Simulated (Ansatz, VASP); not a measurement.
**SiNi in VASP and in Ansatz**

Contents of INCAR:

```
  PREC = Accurate
  ENCUT = 520
  EDIFF = 1E-6
  ISMEAR = -1
  SIGMA = 0.08
  LREAL = F
  LASPH = T
  NELM = 60
  ALGO = Normal
  ISIF = 2
  LWAVE = F
  LCHARG = T
  LELF = T
  LVHAR = T
  NBANDS = 14
```

KPOINTS

```
Automatic mesh
0
Gamma
  16 16 16
```

The input POSCAR:

```
SiNi
1.0
    0.0000000000      1.9019528413      1.9019528413
    1.9019528413      0.0000000000      1.9019528413
    1.9019528413      1.9019528413      0.0000000000
Ni Si
1 1
Direct
    0.0000000000      0.0000000000      0.0000000000
    0.5000000000      0.5000000000      0.5000000000
```

Input for Ansatz:

```yaml
crystal:
  lattice:
    - [0.0, 1.9019528413, 1.9019528413]
    - [1.9019528413, 0.0, 1.9019528413]
    - [1.9019528413, 1.9019528413, 0.0]
  atoms:
    - { symbol: Ni, position: [0.0, 0.0, 0.0] }
    - { symbol: Si, position: [0.5, 0.5, 0.5] }
kpoints:
  mp_grid: { grid: [16, 16, 16] }
  band_path:
    path:
      - [0.0, 0.0, 0.0]
      - [0.5, 0.0, 0.5]
      - [0.625, 0.25, 0.625]
      - [0.375, 0.375, 0.75]
      - [0.0, 0.0, 0.0]
      - [0.5, 0.5, 0.5]
      - [0.5, 0.25, 0.75]
      - [0.5, 0.0, 0.5]
    npoints: 8
scf:
  occupations: { method: fermi_dirac, width: 0.08 }
hamiltonian:
  xc: lda
  pseudopotentials: { kind: all_electron, lapw: { basis_error: 0.001 } }
output:
  forces: true
  stress: true
  eigenvalues: true
  populations: true
  dos: { projected: true, de: 0.2, e_range: [-14, 8] }
```

Change from the starting cell: volume scaled by 0.55, LAPW.

Alike in both runs: task single point; functional LDA; k mesh 16 × 16 × 16; occupations fermi-dirac, width 0.08 eV; no spin polarisation.

```csv
,VASP,Ansatz
version,VASP 6.6.1,Ansatz 0.2.0
potentials or method,"VASP PAW LDA potentials, release 64 (Ni, Si), cutoff 520 eV","all-electron LAPW, scalar-relativistic"
```

|  | VASP | Ansatz | Ansatz less VASP |
| --- | --- | --- | --- |
| pressure (GPa) | 367.5 | 361.0 | -6.50 |

LDA's correlation is that of Perdew and Zunger in VASP and of Perdew and Wang (1992) in Ansatz. Both programs put the cell under a high pressure, so it lies far from rest at this level. Ansatz ran all-electron here, and VASP with PAW potentials.

Noted on VASP's run: the cell as given lies far from equilibrium.
